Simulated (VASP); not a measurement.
Li3H2: relaxation of cell and atoms with PBE

The system is Li3H2.

```
Li H
1.0
     4.51103   -2.10519    0.00000
     4.51103    2.10519    0.00000
    -0.84199    0.00000    2.67260
Li H
3 2
Direct
  0.68410 0.68410 0.18506
  0.31590 0.31590 0.81494
  0.00000 0.00000 0.50000
  0.83349 0.83349 0.83007
  0.16651 0.16651 0.16993
```

The cell was generated, and may not be a known phase.

```
Program                : VASP 6.6.1
Task                   : relaxation of cell and atoms
Functional             : PBE
Potentials or basis    : VASP PAW PBE potentials, release 64 (Li_sv, H)
Cutoff                 : 600 eV
k mesh                 : 10 × 10 × 14
Occupations            : gaussian, width 0.1 eV
Spin                   : no spin polarisation
Dipole correction      : no
Further INCAR settings : ALGO = Normal; EDIFF = 1e-06; IBRION = 2; EDIFFG = -0.01; NSW = 100; ISIF = 3
```

- Relaxed volume: 10.11 Å³/atom
- Relaxed cell: a = 4.976 Å, b = 4.976 Å, c = 2.789 Å, α = 106.12°, β = 106.12°, γ = 50.24°
- Space group after relaxing (to 0.1 Å): Immm (No. 71)
- Energy gained by relaxing: 0.2 meV/atom
- Ionic steps: 5
- Pressure after relaxing: 0.0 GPa
- Largest force after relaxing: 0.009 eV/Å
- Band gap on the k mesh: zero (an odd number of electrons rules out a gap without spin polarisation)

Forces on the atoms (eV/Å):
```
Li   0.003  0.000 -0.009
Li  -0.003  0.000  0.009
Li   0.000  0.000  0.000
H   -0.001  0.000  0.008
H    0.001  0.000 -0.008
```

Stress tensor (GPa, compression positive):
```
-0.01  0.00 -0.01
 0.00  0.06  0.00
-0.01  0.00  0.07
```

Step by step:
| step | energy change (eV) | largest force (eV/Å) | pressure (GPa) | volume (Å³) |
| --- | --- | --- | --- | --- |
| 1 | 0.0000 | 0.0246 | -0.06 | 50.76 |
| 2 | -0.0002 | 0.0213 | -0.05 | 50.74 |
| 3 | -0.0005 | 0.0131 | -0.01 | 50.66 |
| 4 | -0.0008 | 0.0114 | 0.06 | 50.50 |
| 5 | -0.0008 | 0.0092 | 0.04 | 50.53 |

Final structure:
```cif
data_structure
_symmetry_space_group_name_H-M 'P 1'
_symmetry_Int_Tables_number 1
_cell_length_a 4.9761
_cell_length_b 4.9761
_cell_length_c 2.7893
_cell_angle_alpha 106.123
_cell_angle_beta 106.123
_cell_angle_gamma 50.235
_cell_volume 50.53
loop_
_atom_site_label
_atom_site_type_symbol
_atom_site_fract_x
_atom_site_fract_y
_atom_site_fract_z
_atom_site_occupancy
Li1 Li 0.68289 0.68289 0.18435 1
Li2 Li 0.31711 0.31711 0.81565 1
Li3 Li 0.00000 0.00000 0.50000 1
H1 H 0.83330 0.83330 0.83211 1
H2 H 0.16670 0.16670 0.16789 1
```

Levels at points of the mesh, in eV from the Fermi level:
| k point | band 2 | band 3 | band 4 | band 5 | band 6 | band 7 | band 8 | band 9 |
| --- | --- | --- | --- | --- | --- | --- | --- | --- |
| (0.00, 0.00, 0.00) | -46.56 | -46.53 | -7.10 | -3.83 | 0.69 | 1.85 | 2.92 | 4.90 |
| (0.50, 0.00, 0.00) | -46.55 | -46.55 | -6.03 | -5.53 | -1.65 | 2.53 | 6.27 | 7.30 |
| (0.50, 0.50, 0.00) | -46.57 | -46.53 | -6.47 | -5.13 | 0.32 | 0.43 | 7.94 | 8.29 |
| (0.00, 0.00, 0.50) | -46.53 | -46.53 | -4.59 | -3.63 | 1.14 | 1.33 | 5.15 | 5.42 |
| (0.50, 0.00, 0.50) | -46.53 | -46.53 | -4.61 | -3.57 | 1.29 | 2.73 | 2.84 | 3.48 |
| (0.50, 0.50, 0.50) | -46.53 | -46.53 | -4.59 | -3.62 | 1.11 | 1.30 | 5.20 | 5.43 |

Run time: 9.6 min on 1 thread of Oxide Virtual Turin-like Processor, with other jobs on the host, peak memory 0.3 GiB.

Caveat: the cutoff is under 1.25 times the usual one of these potentials, so pressure, stress and relaxed cells hold a basis-set (Pulay) error.
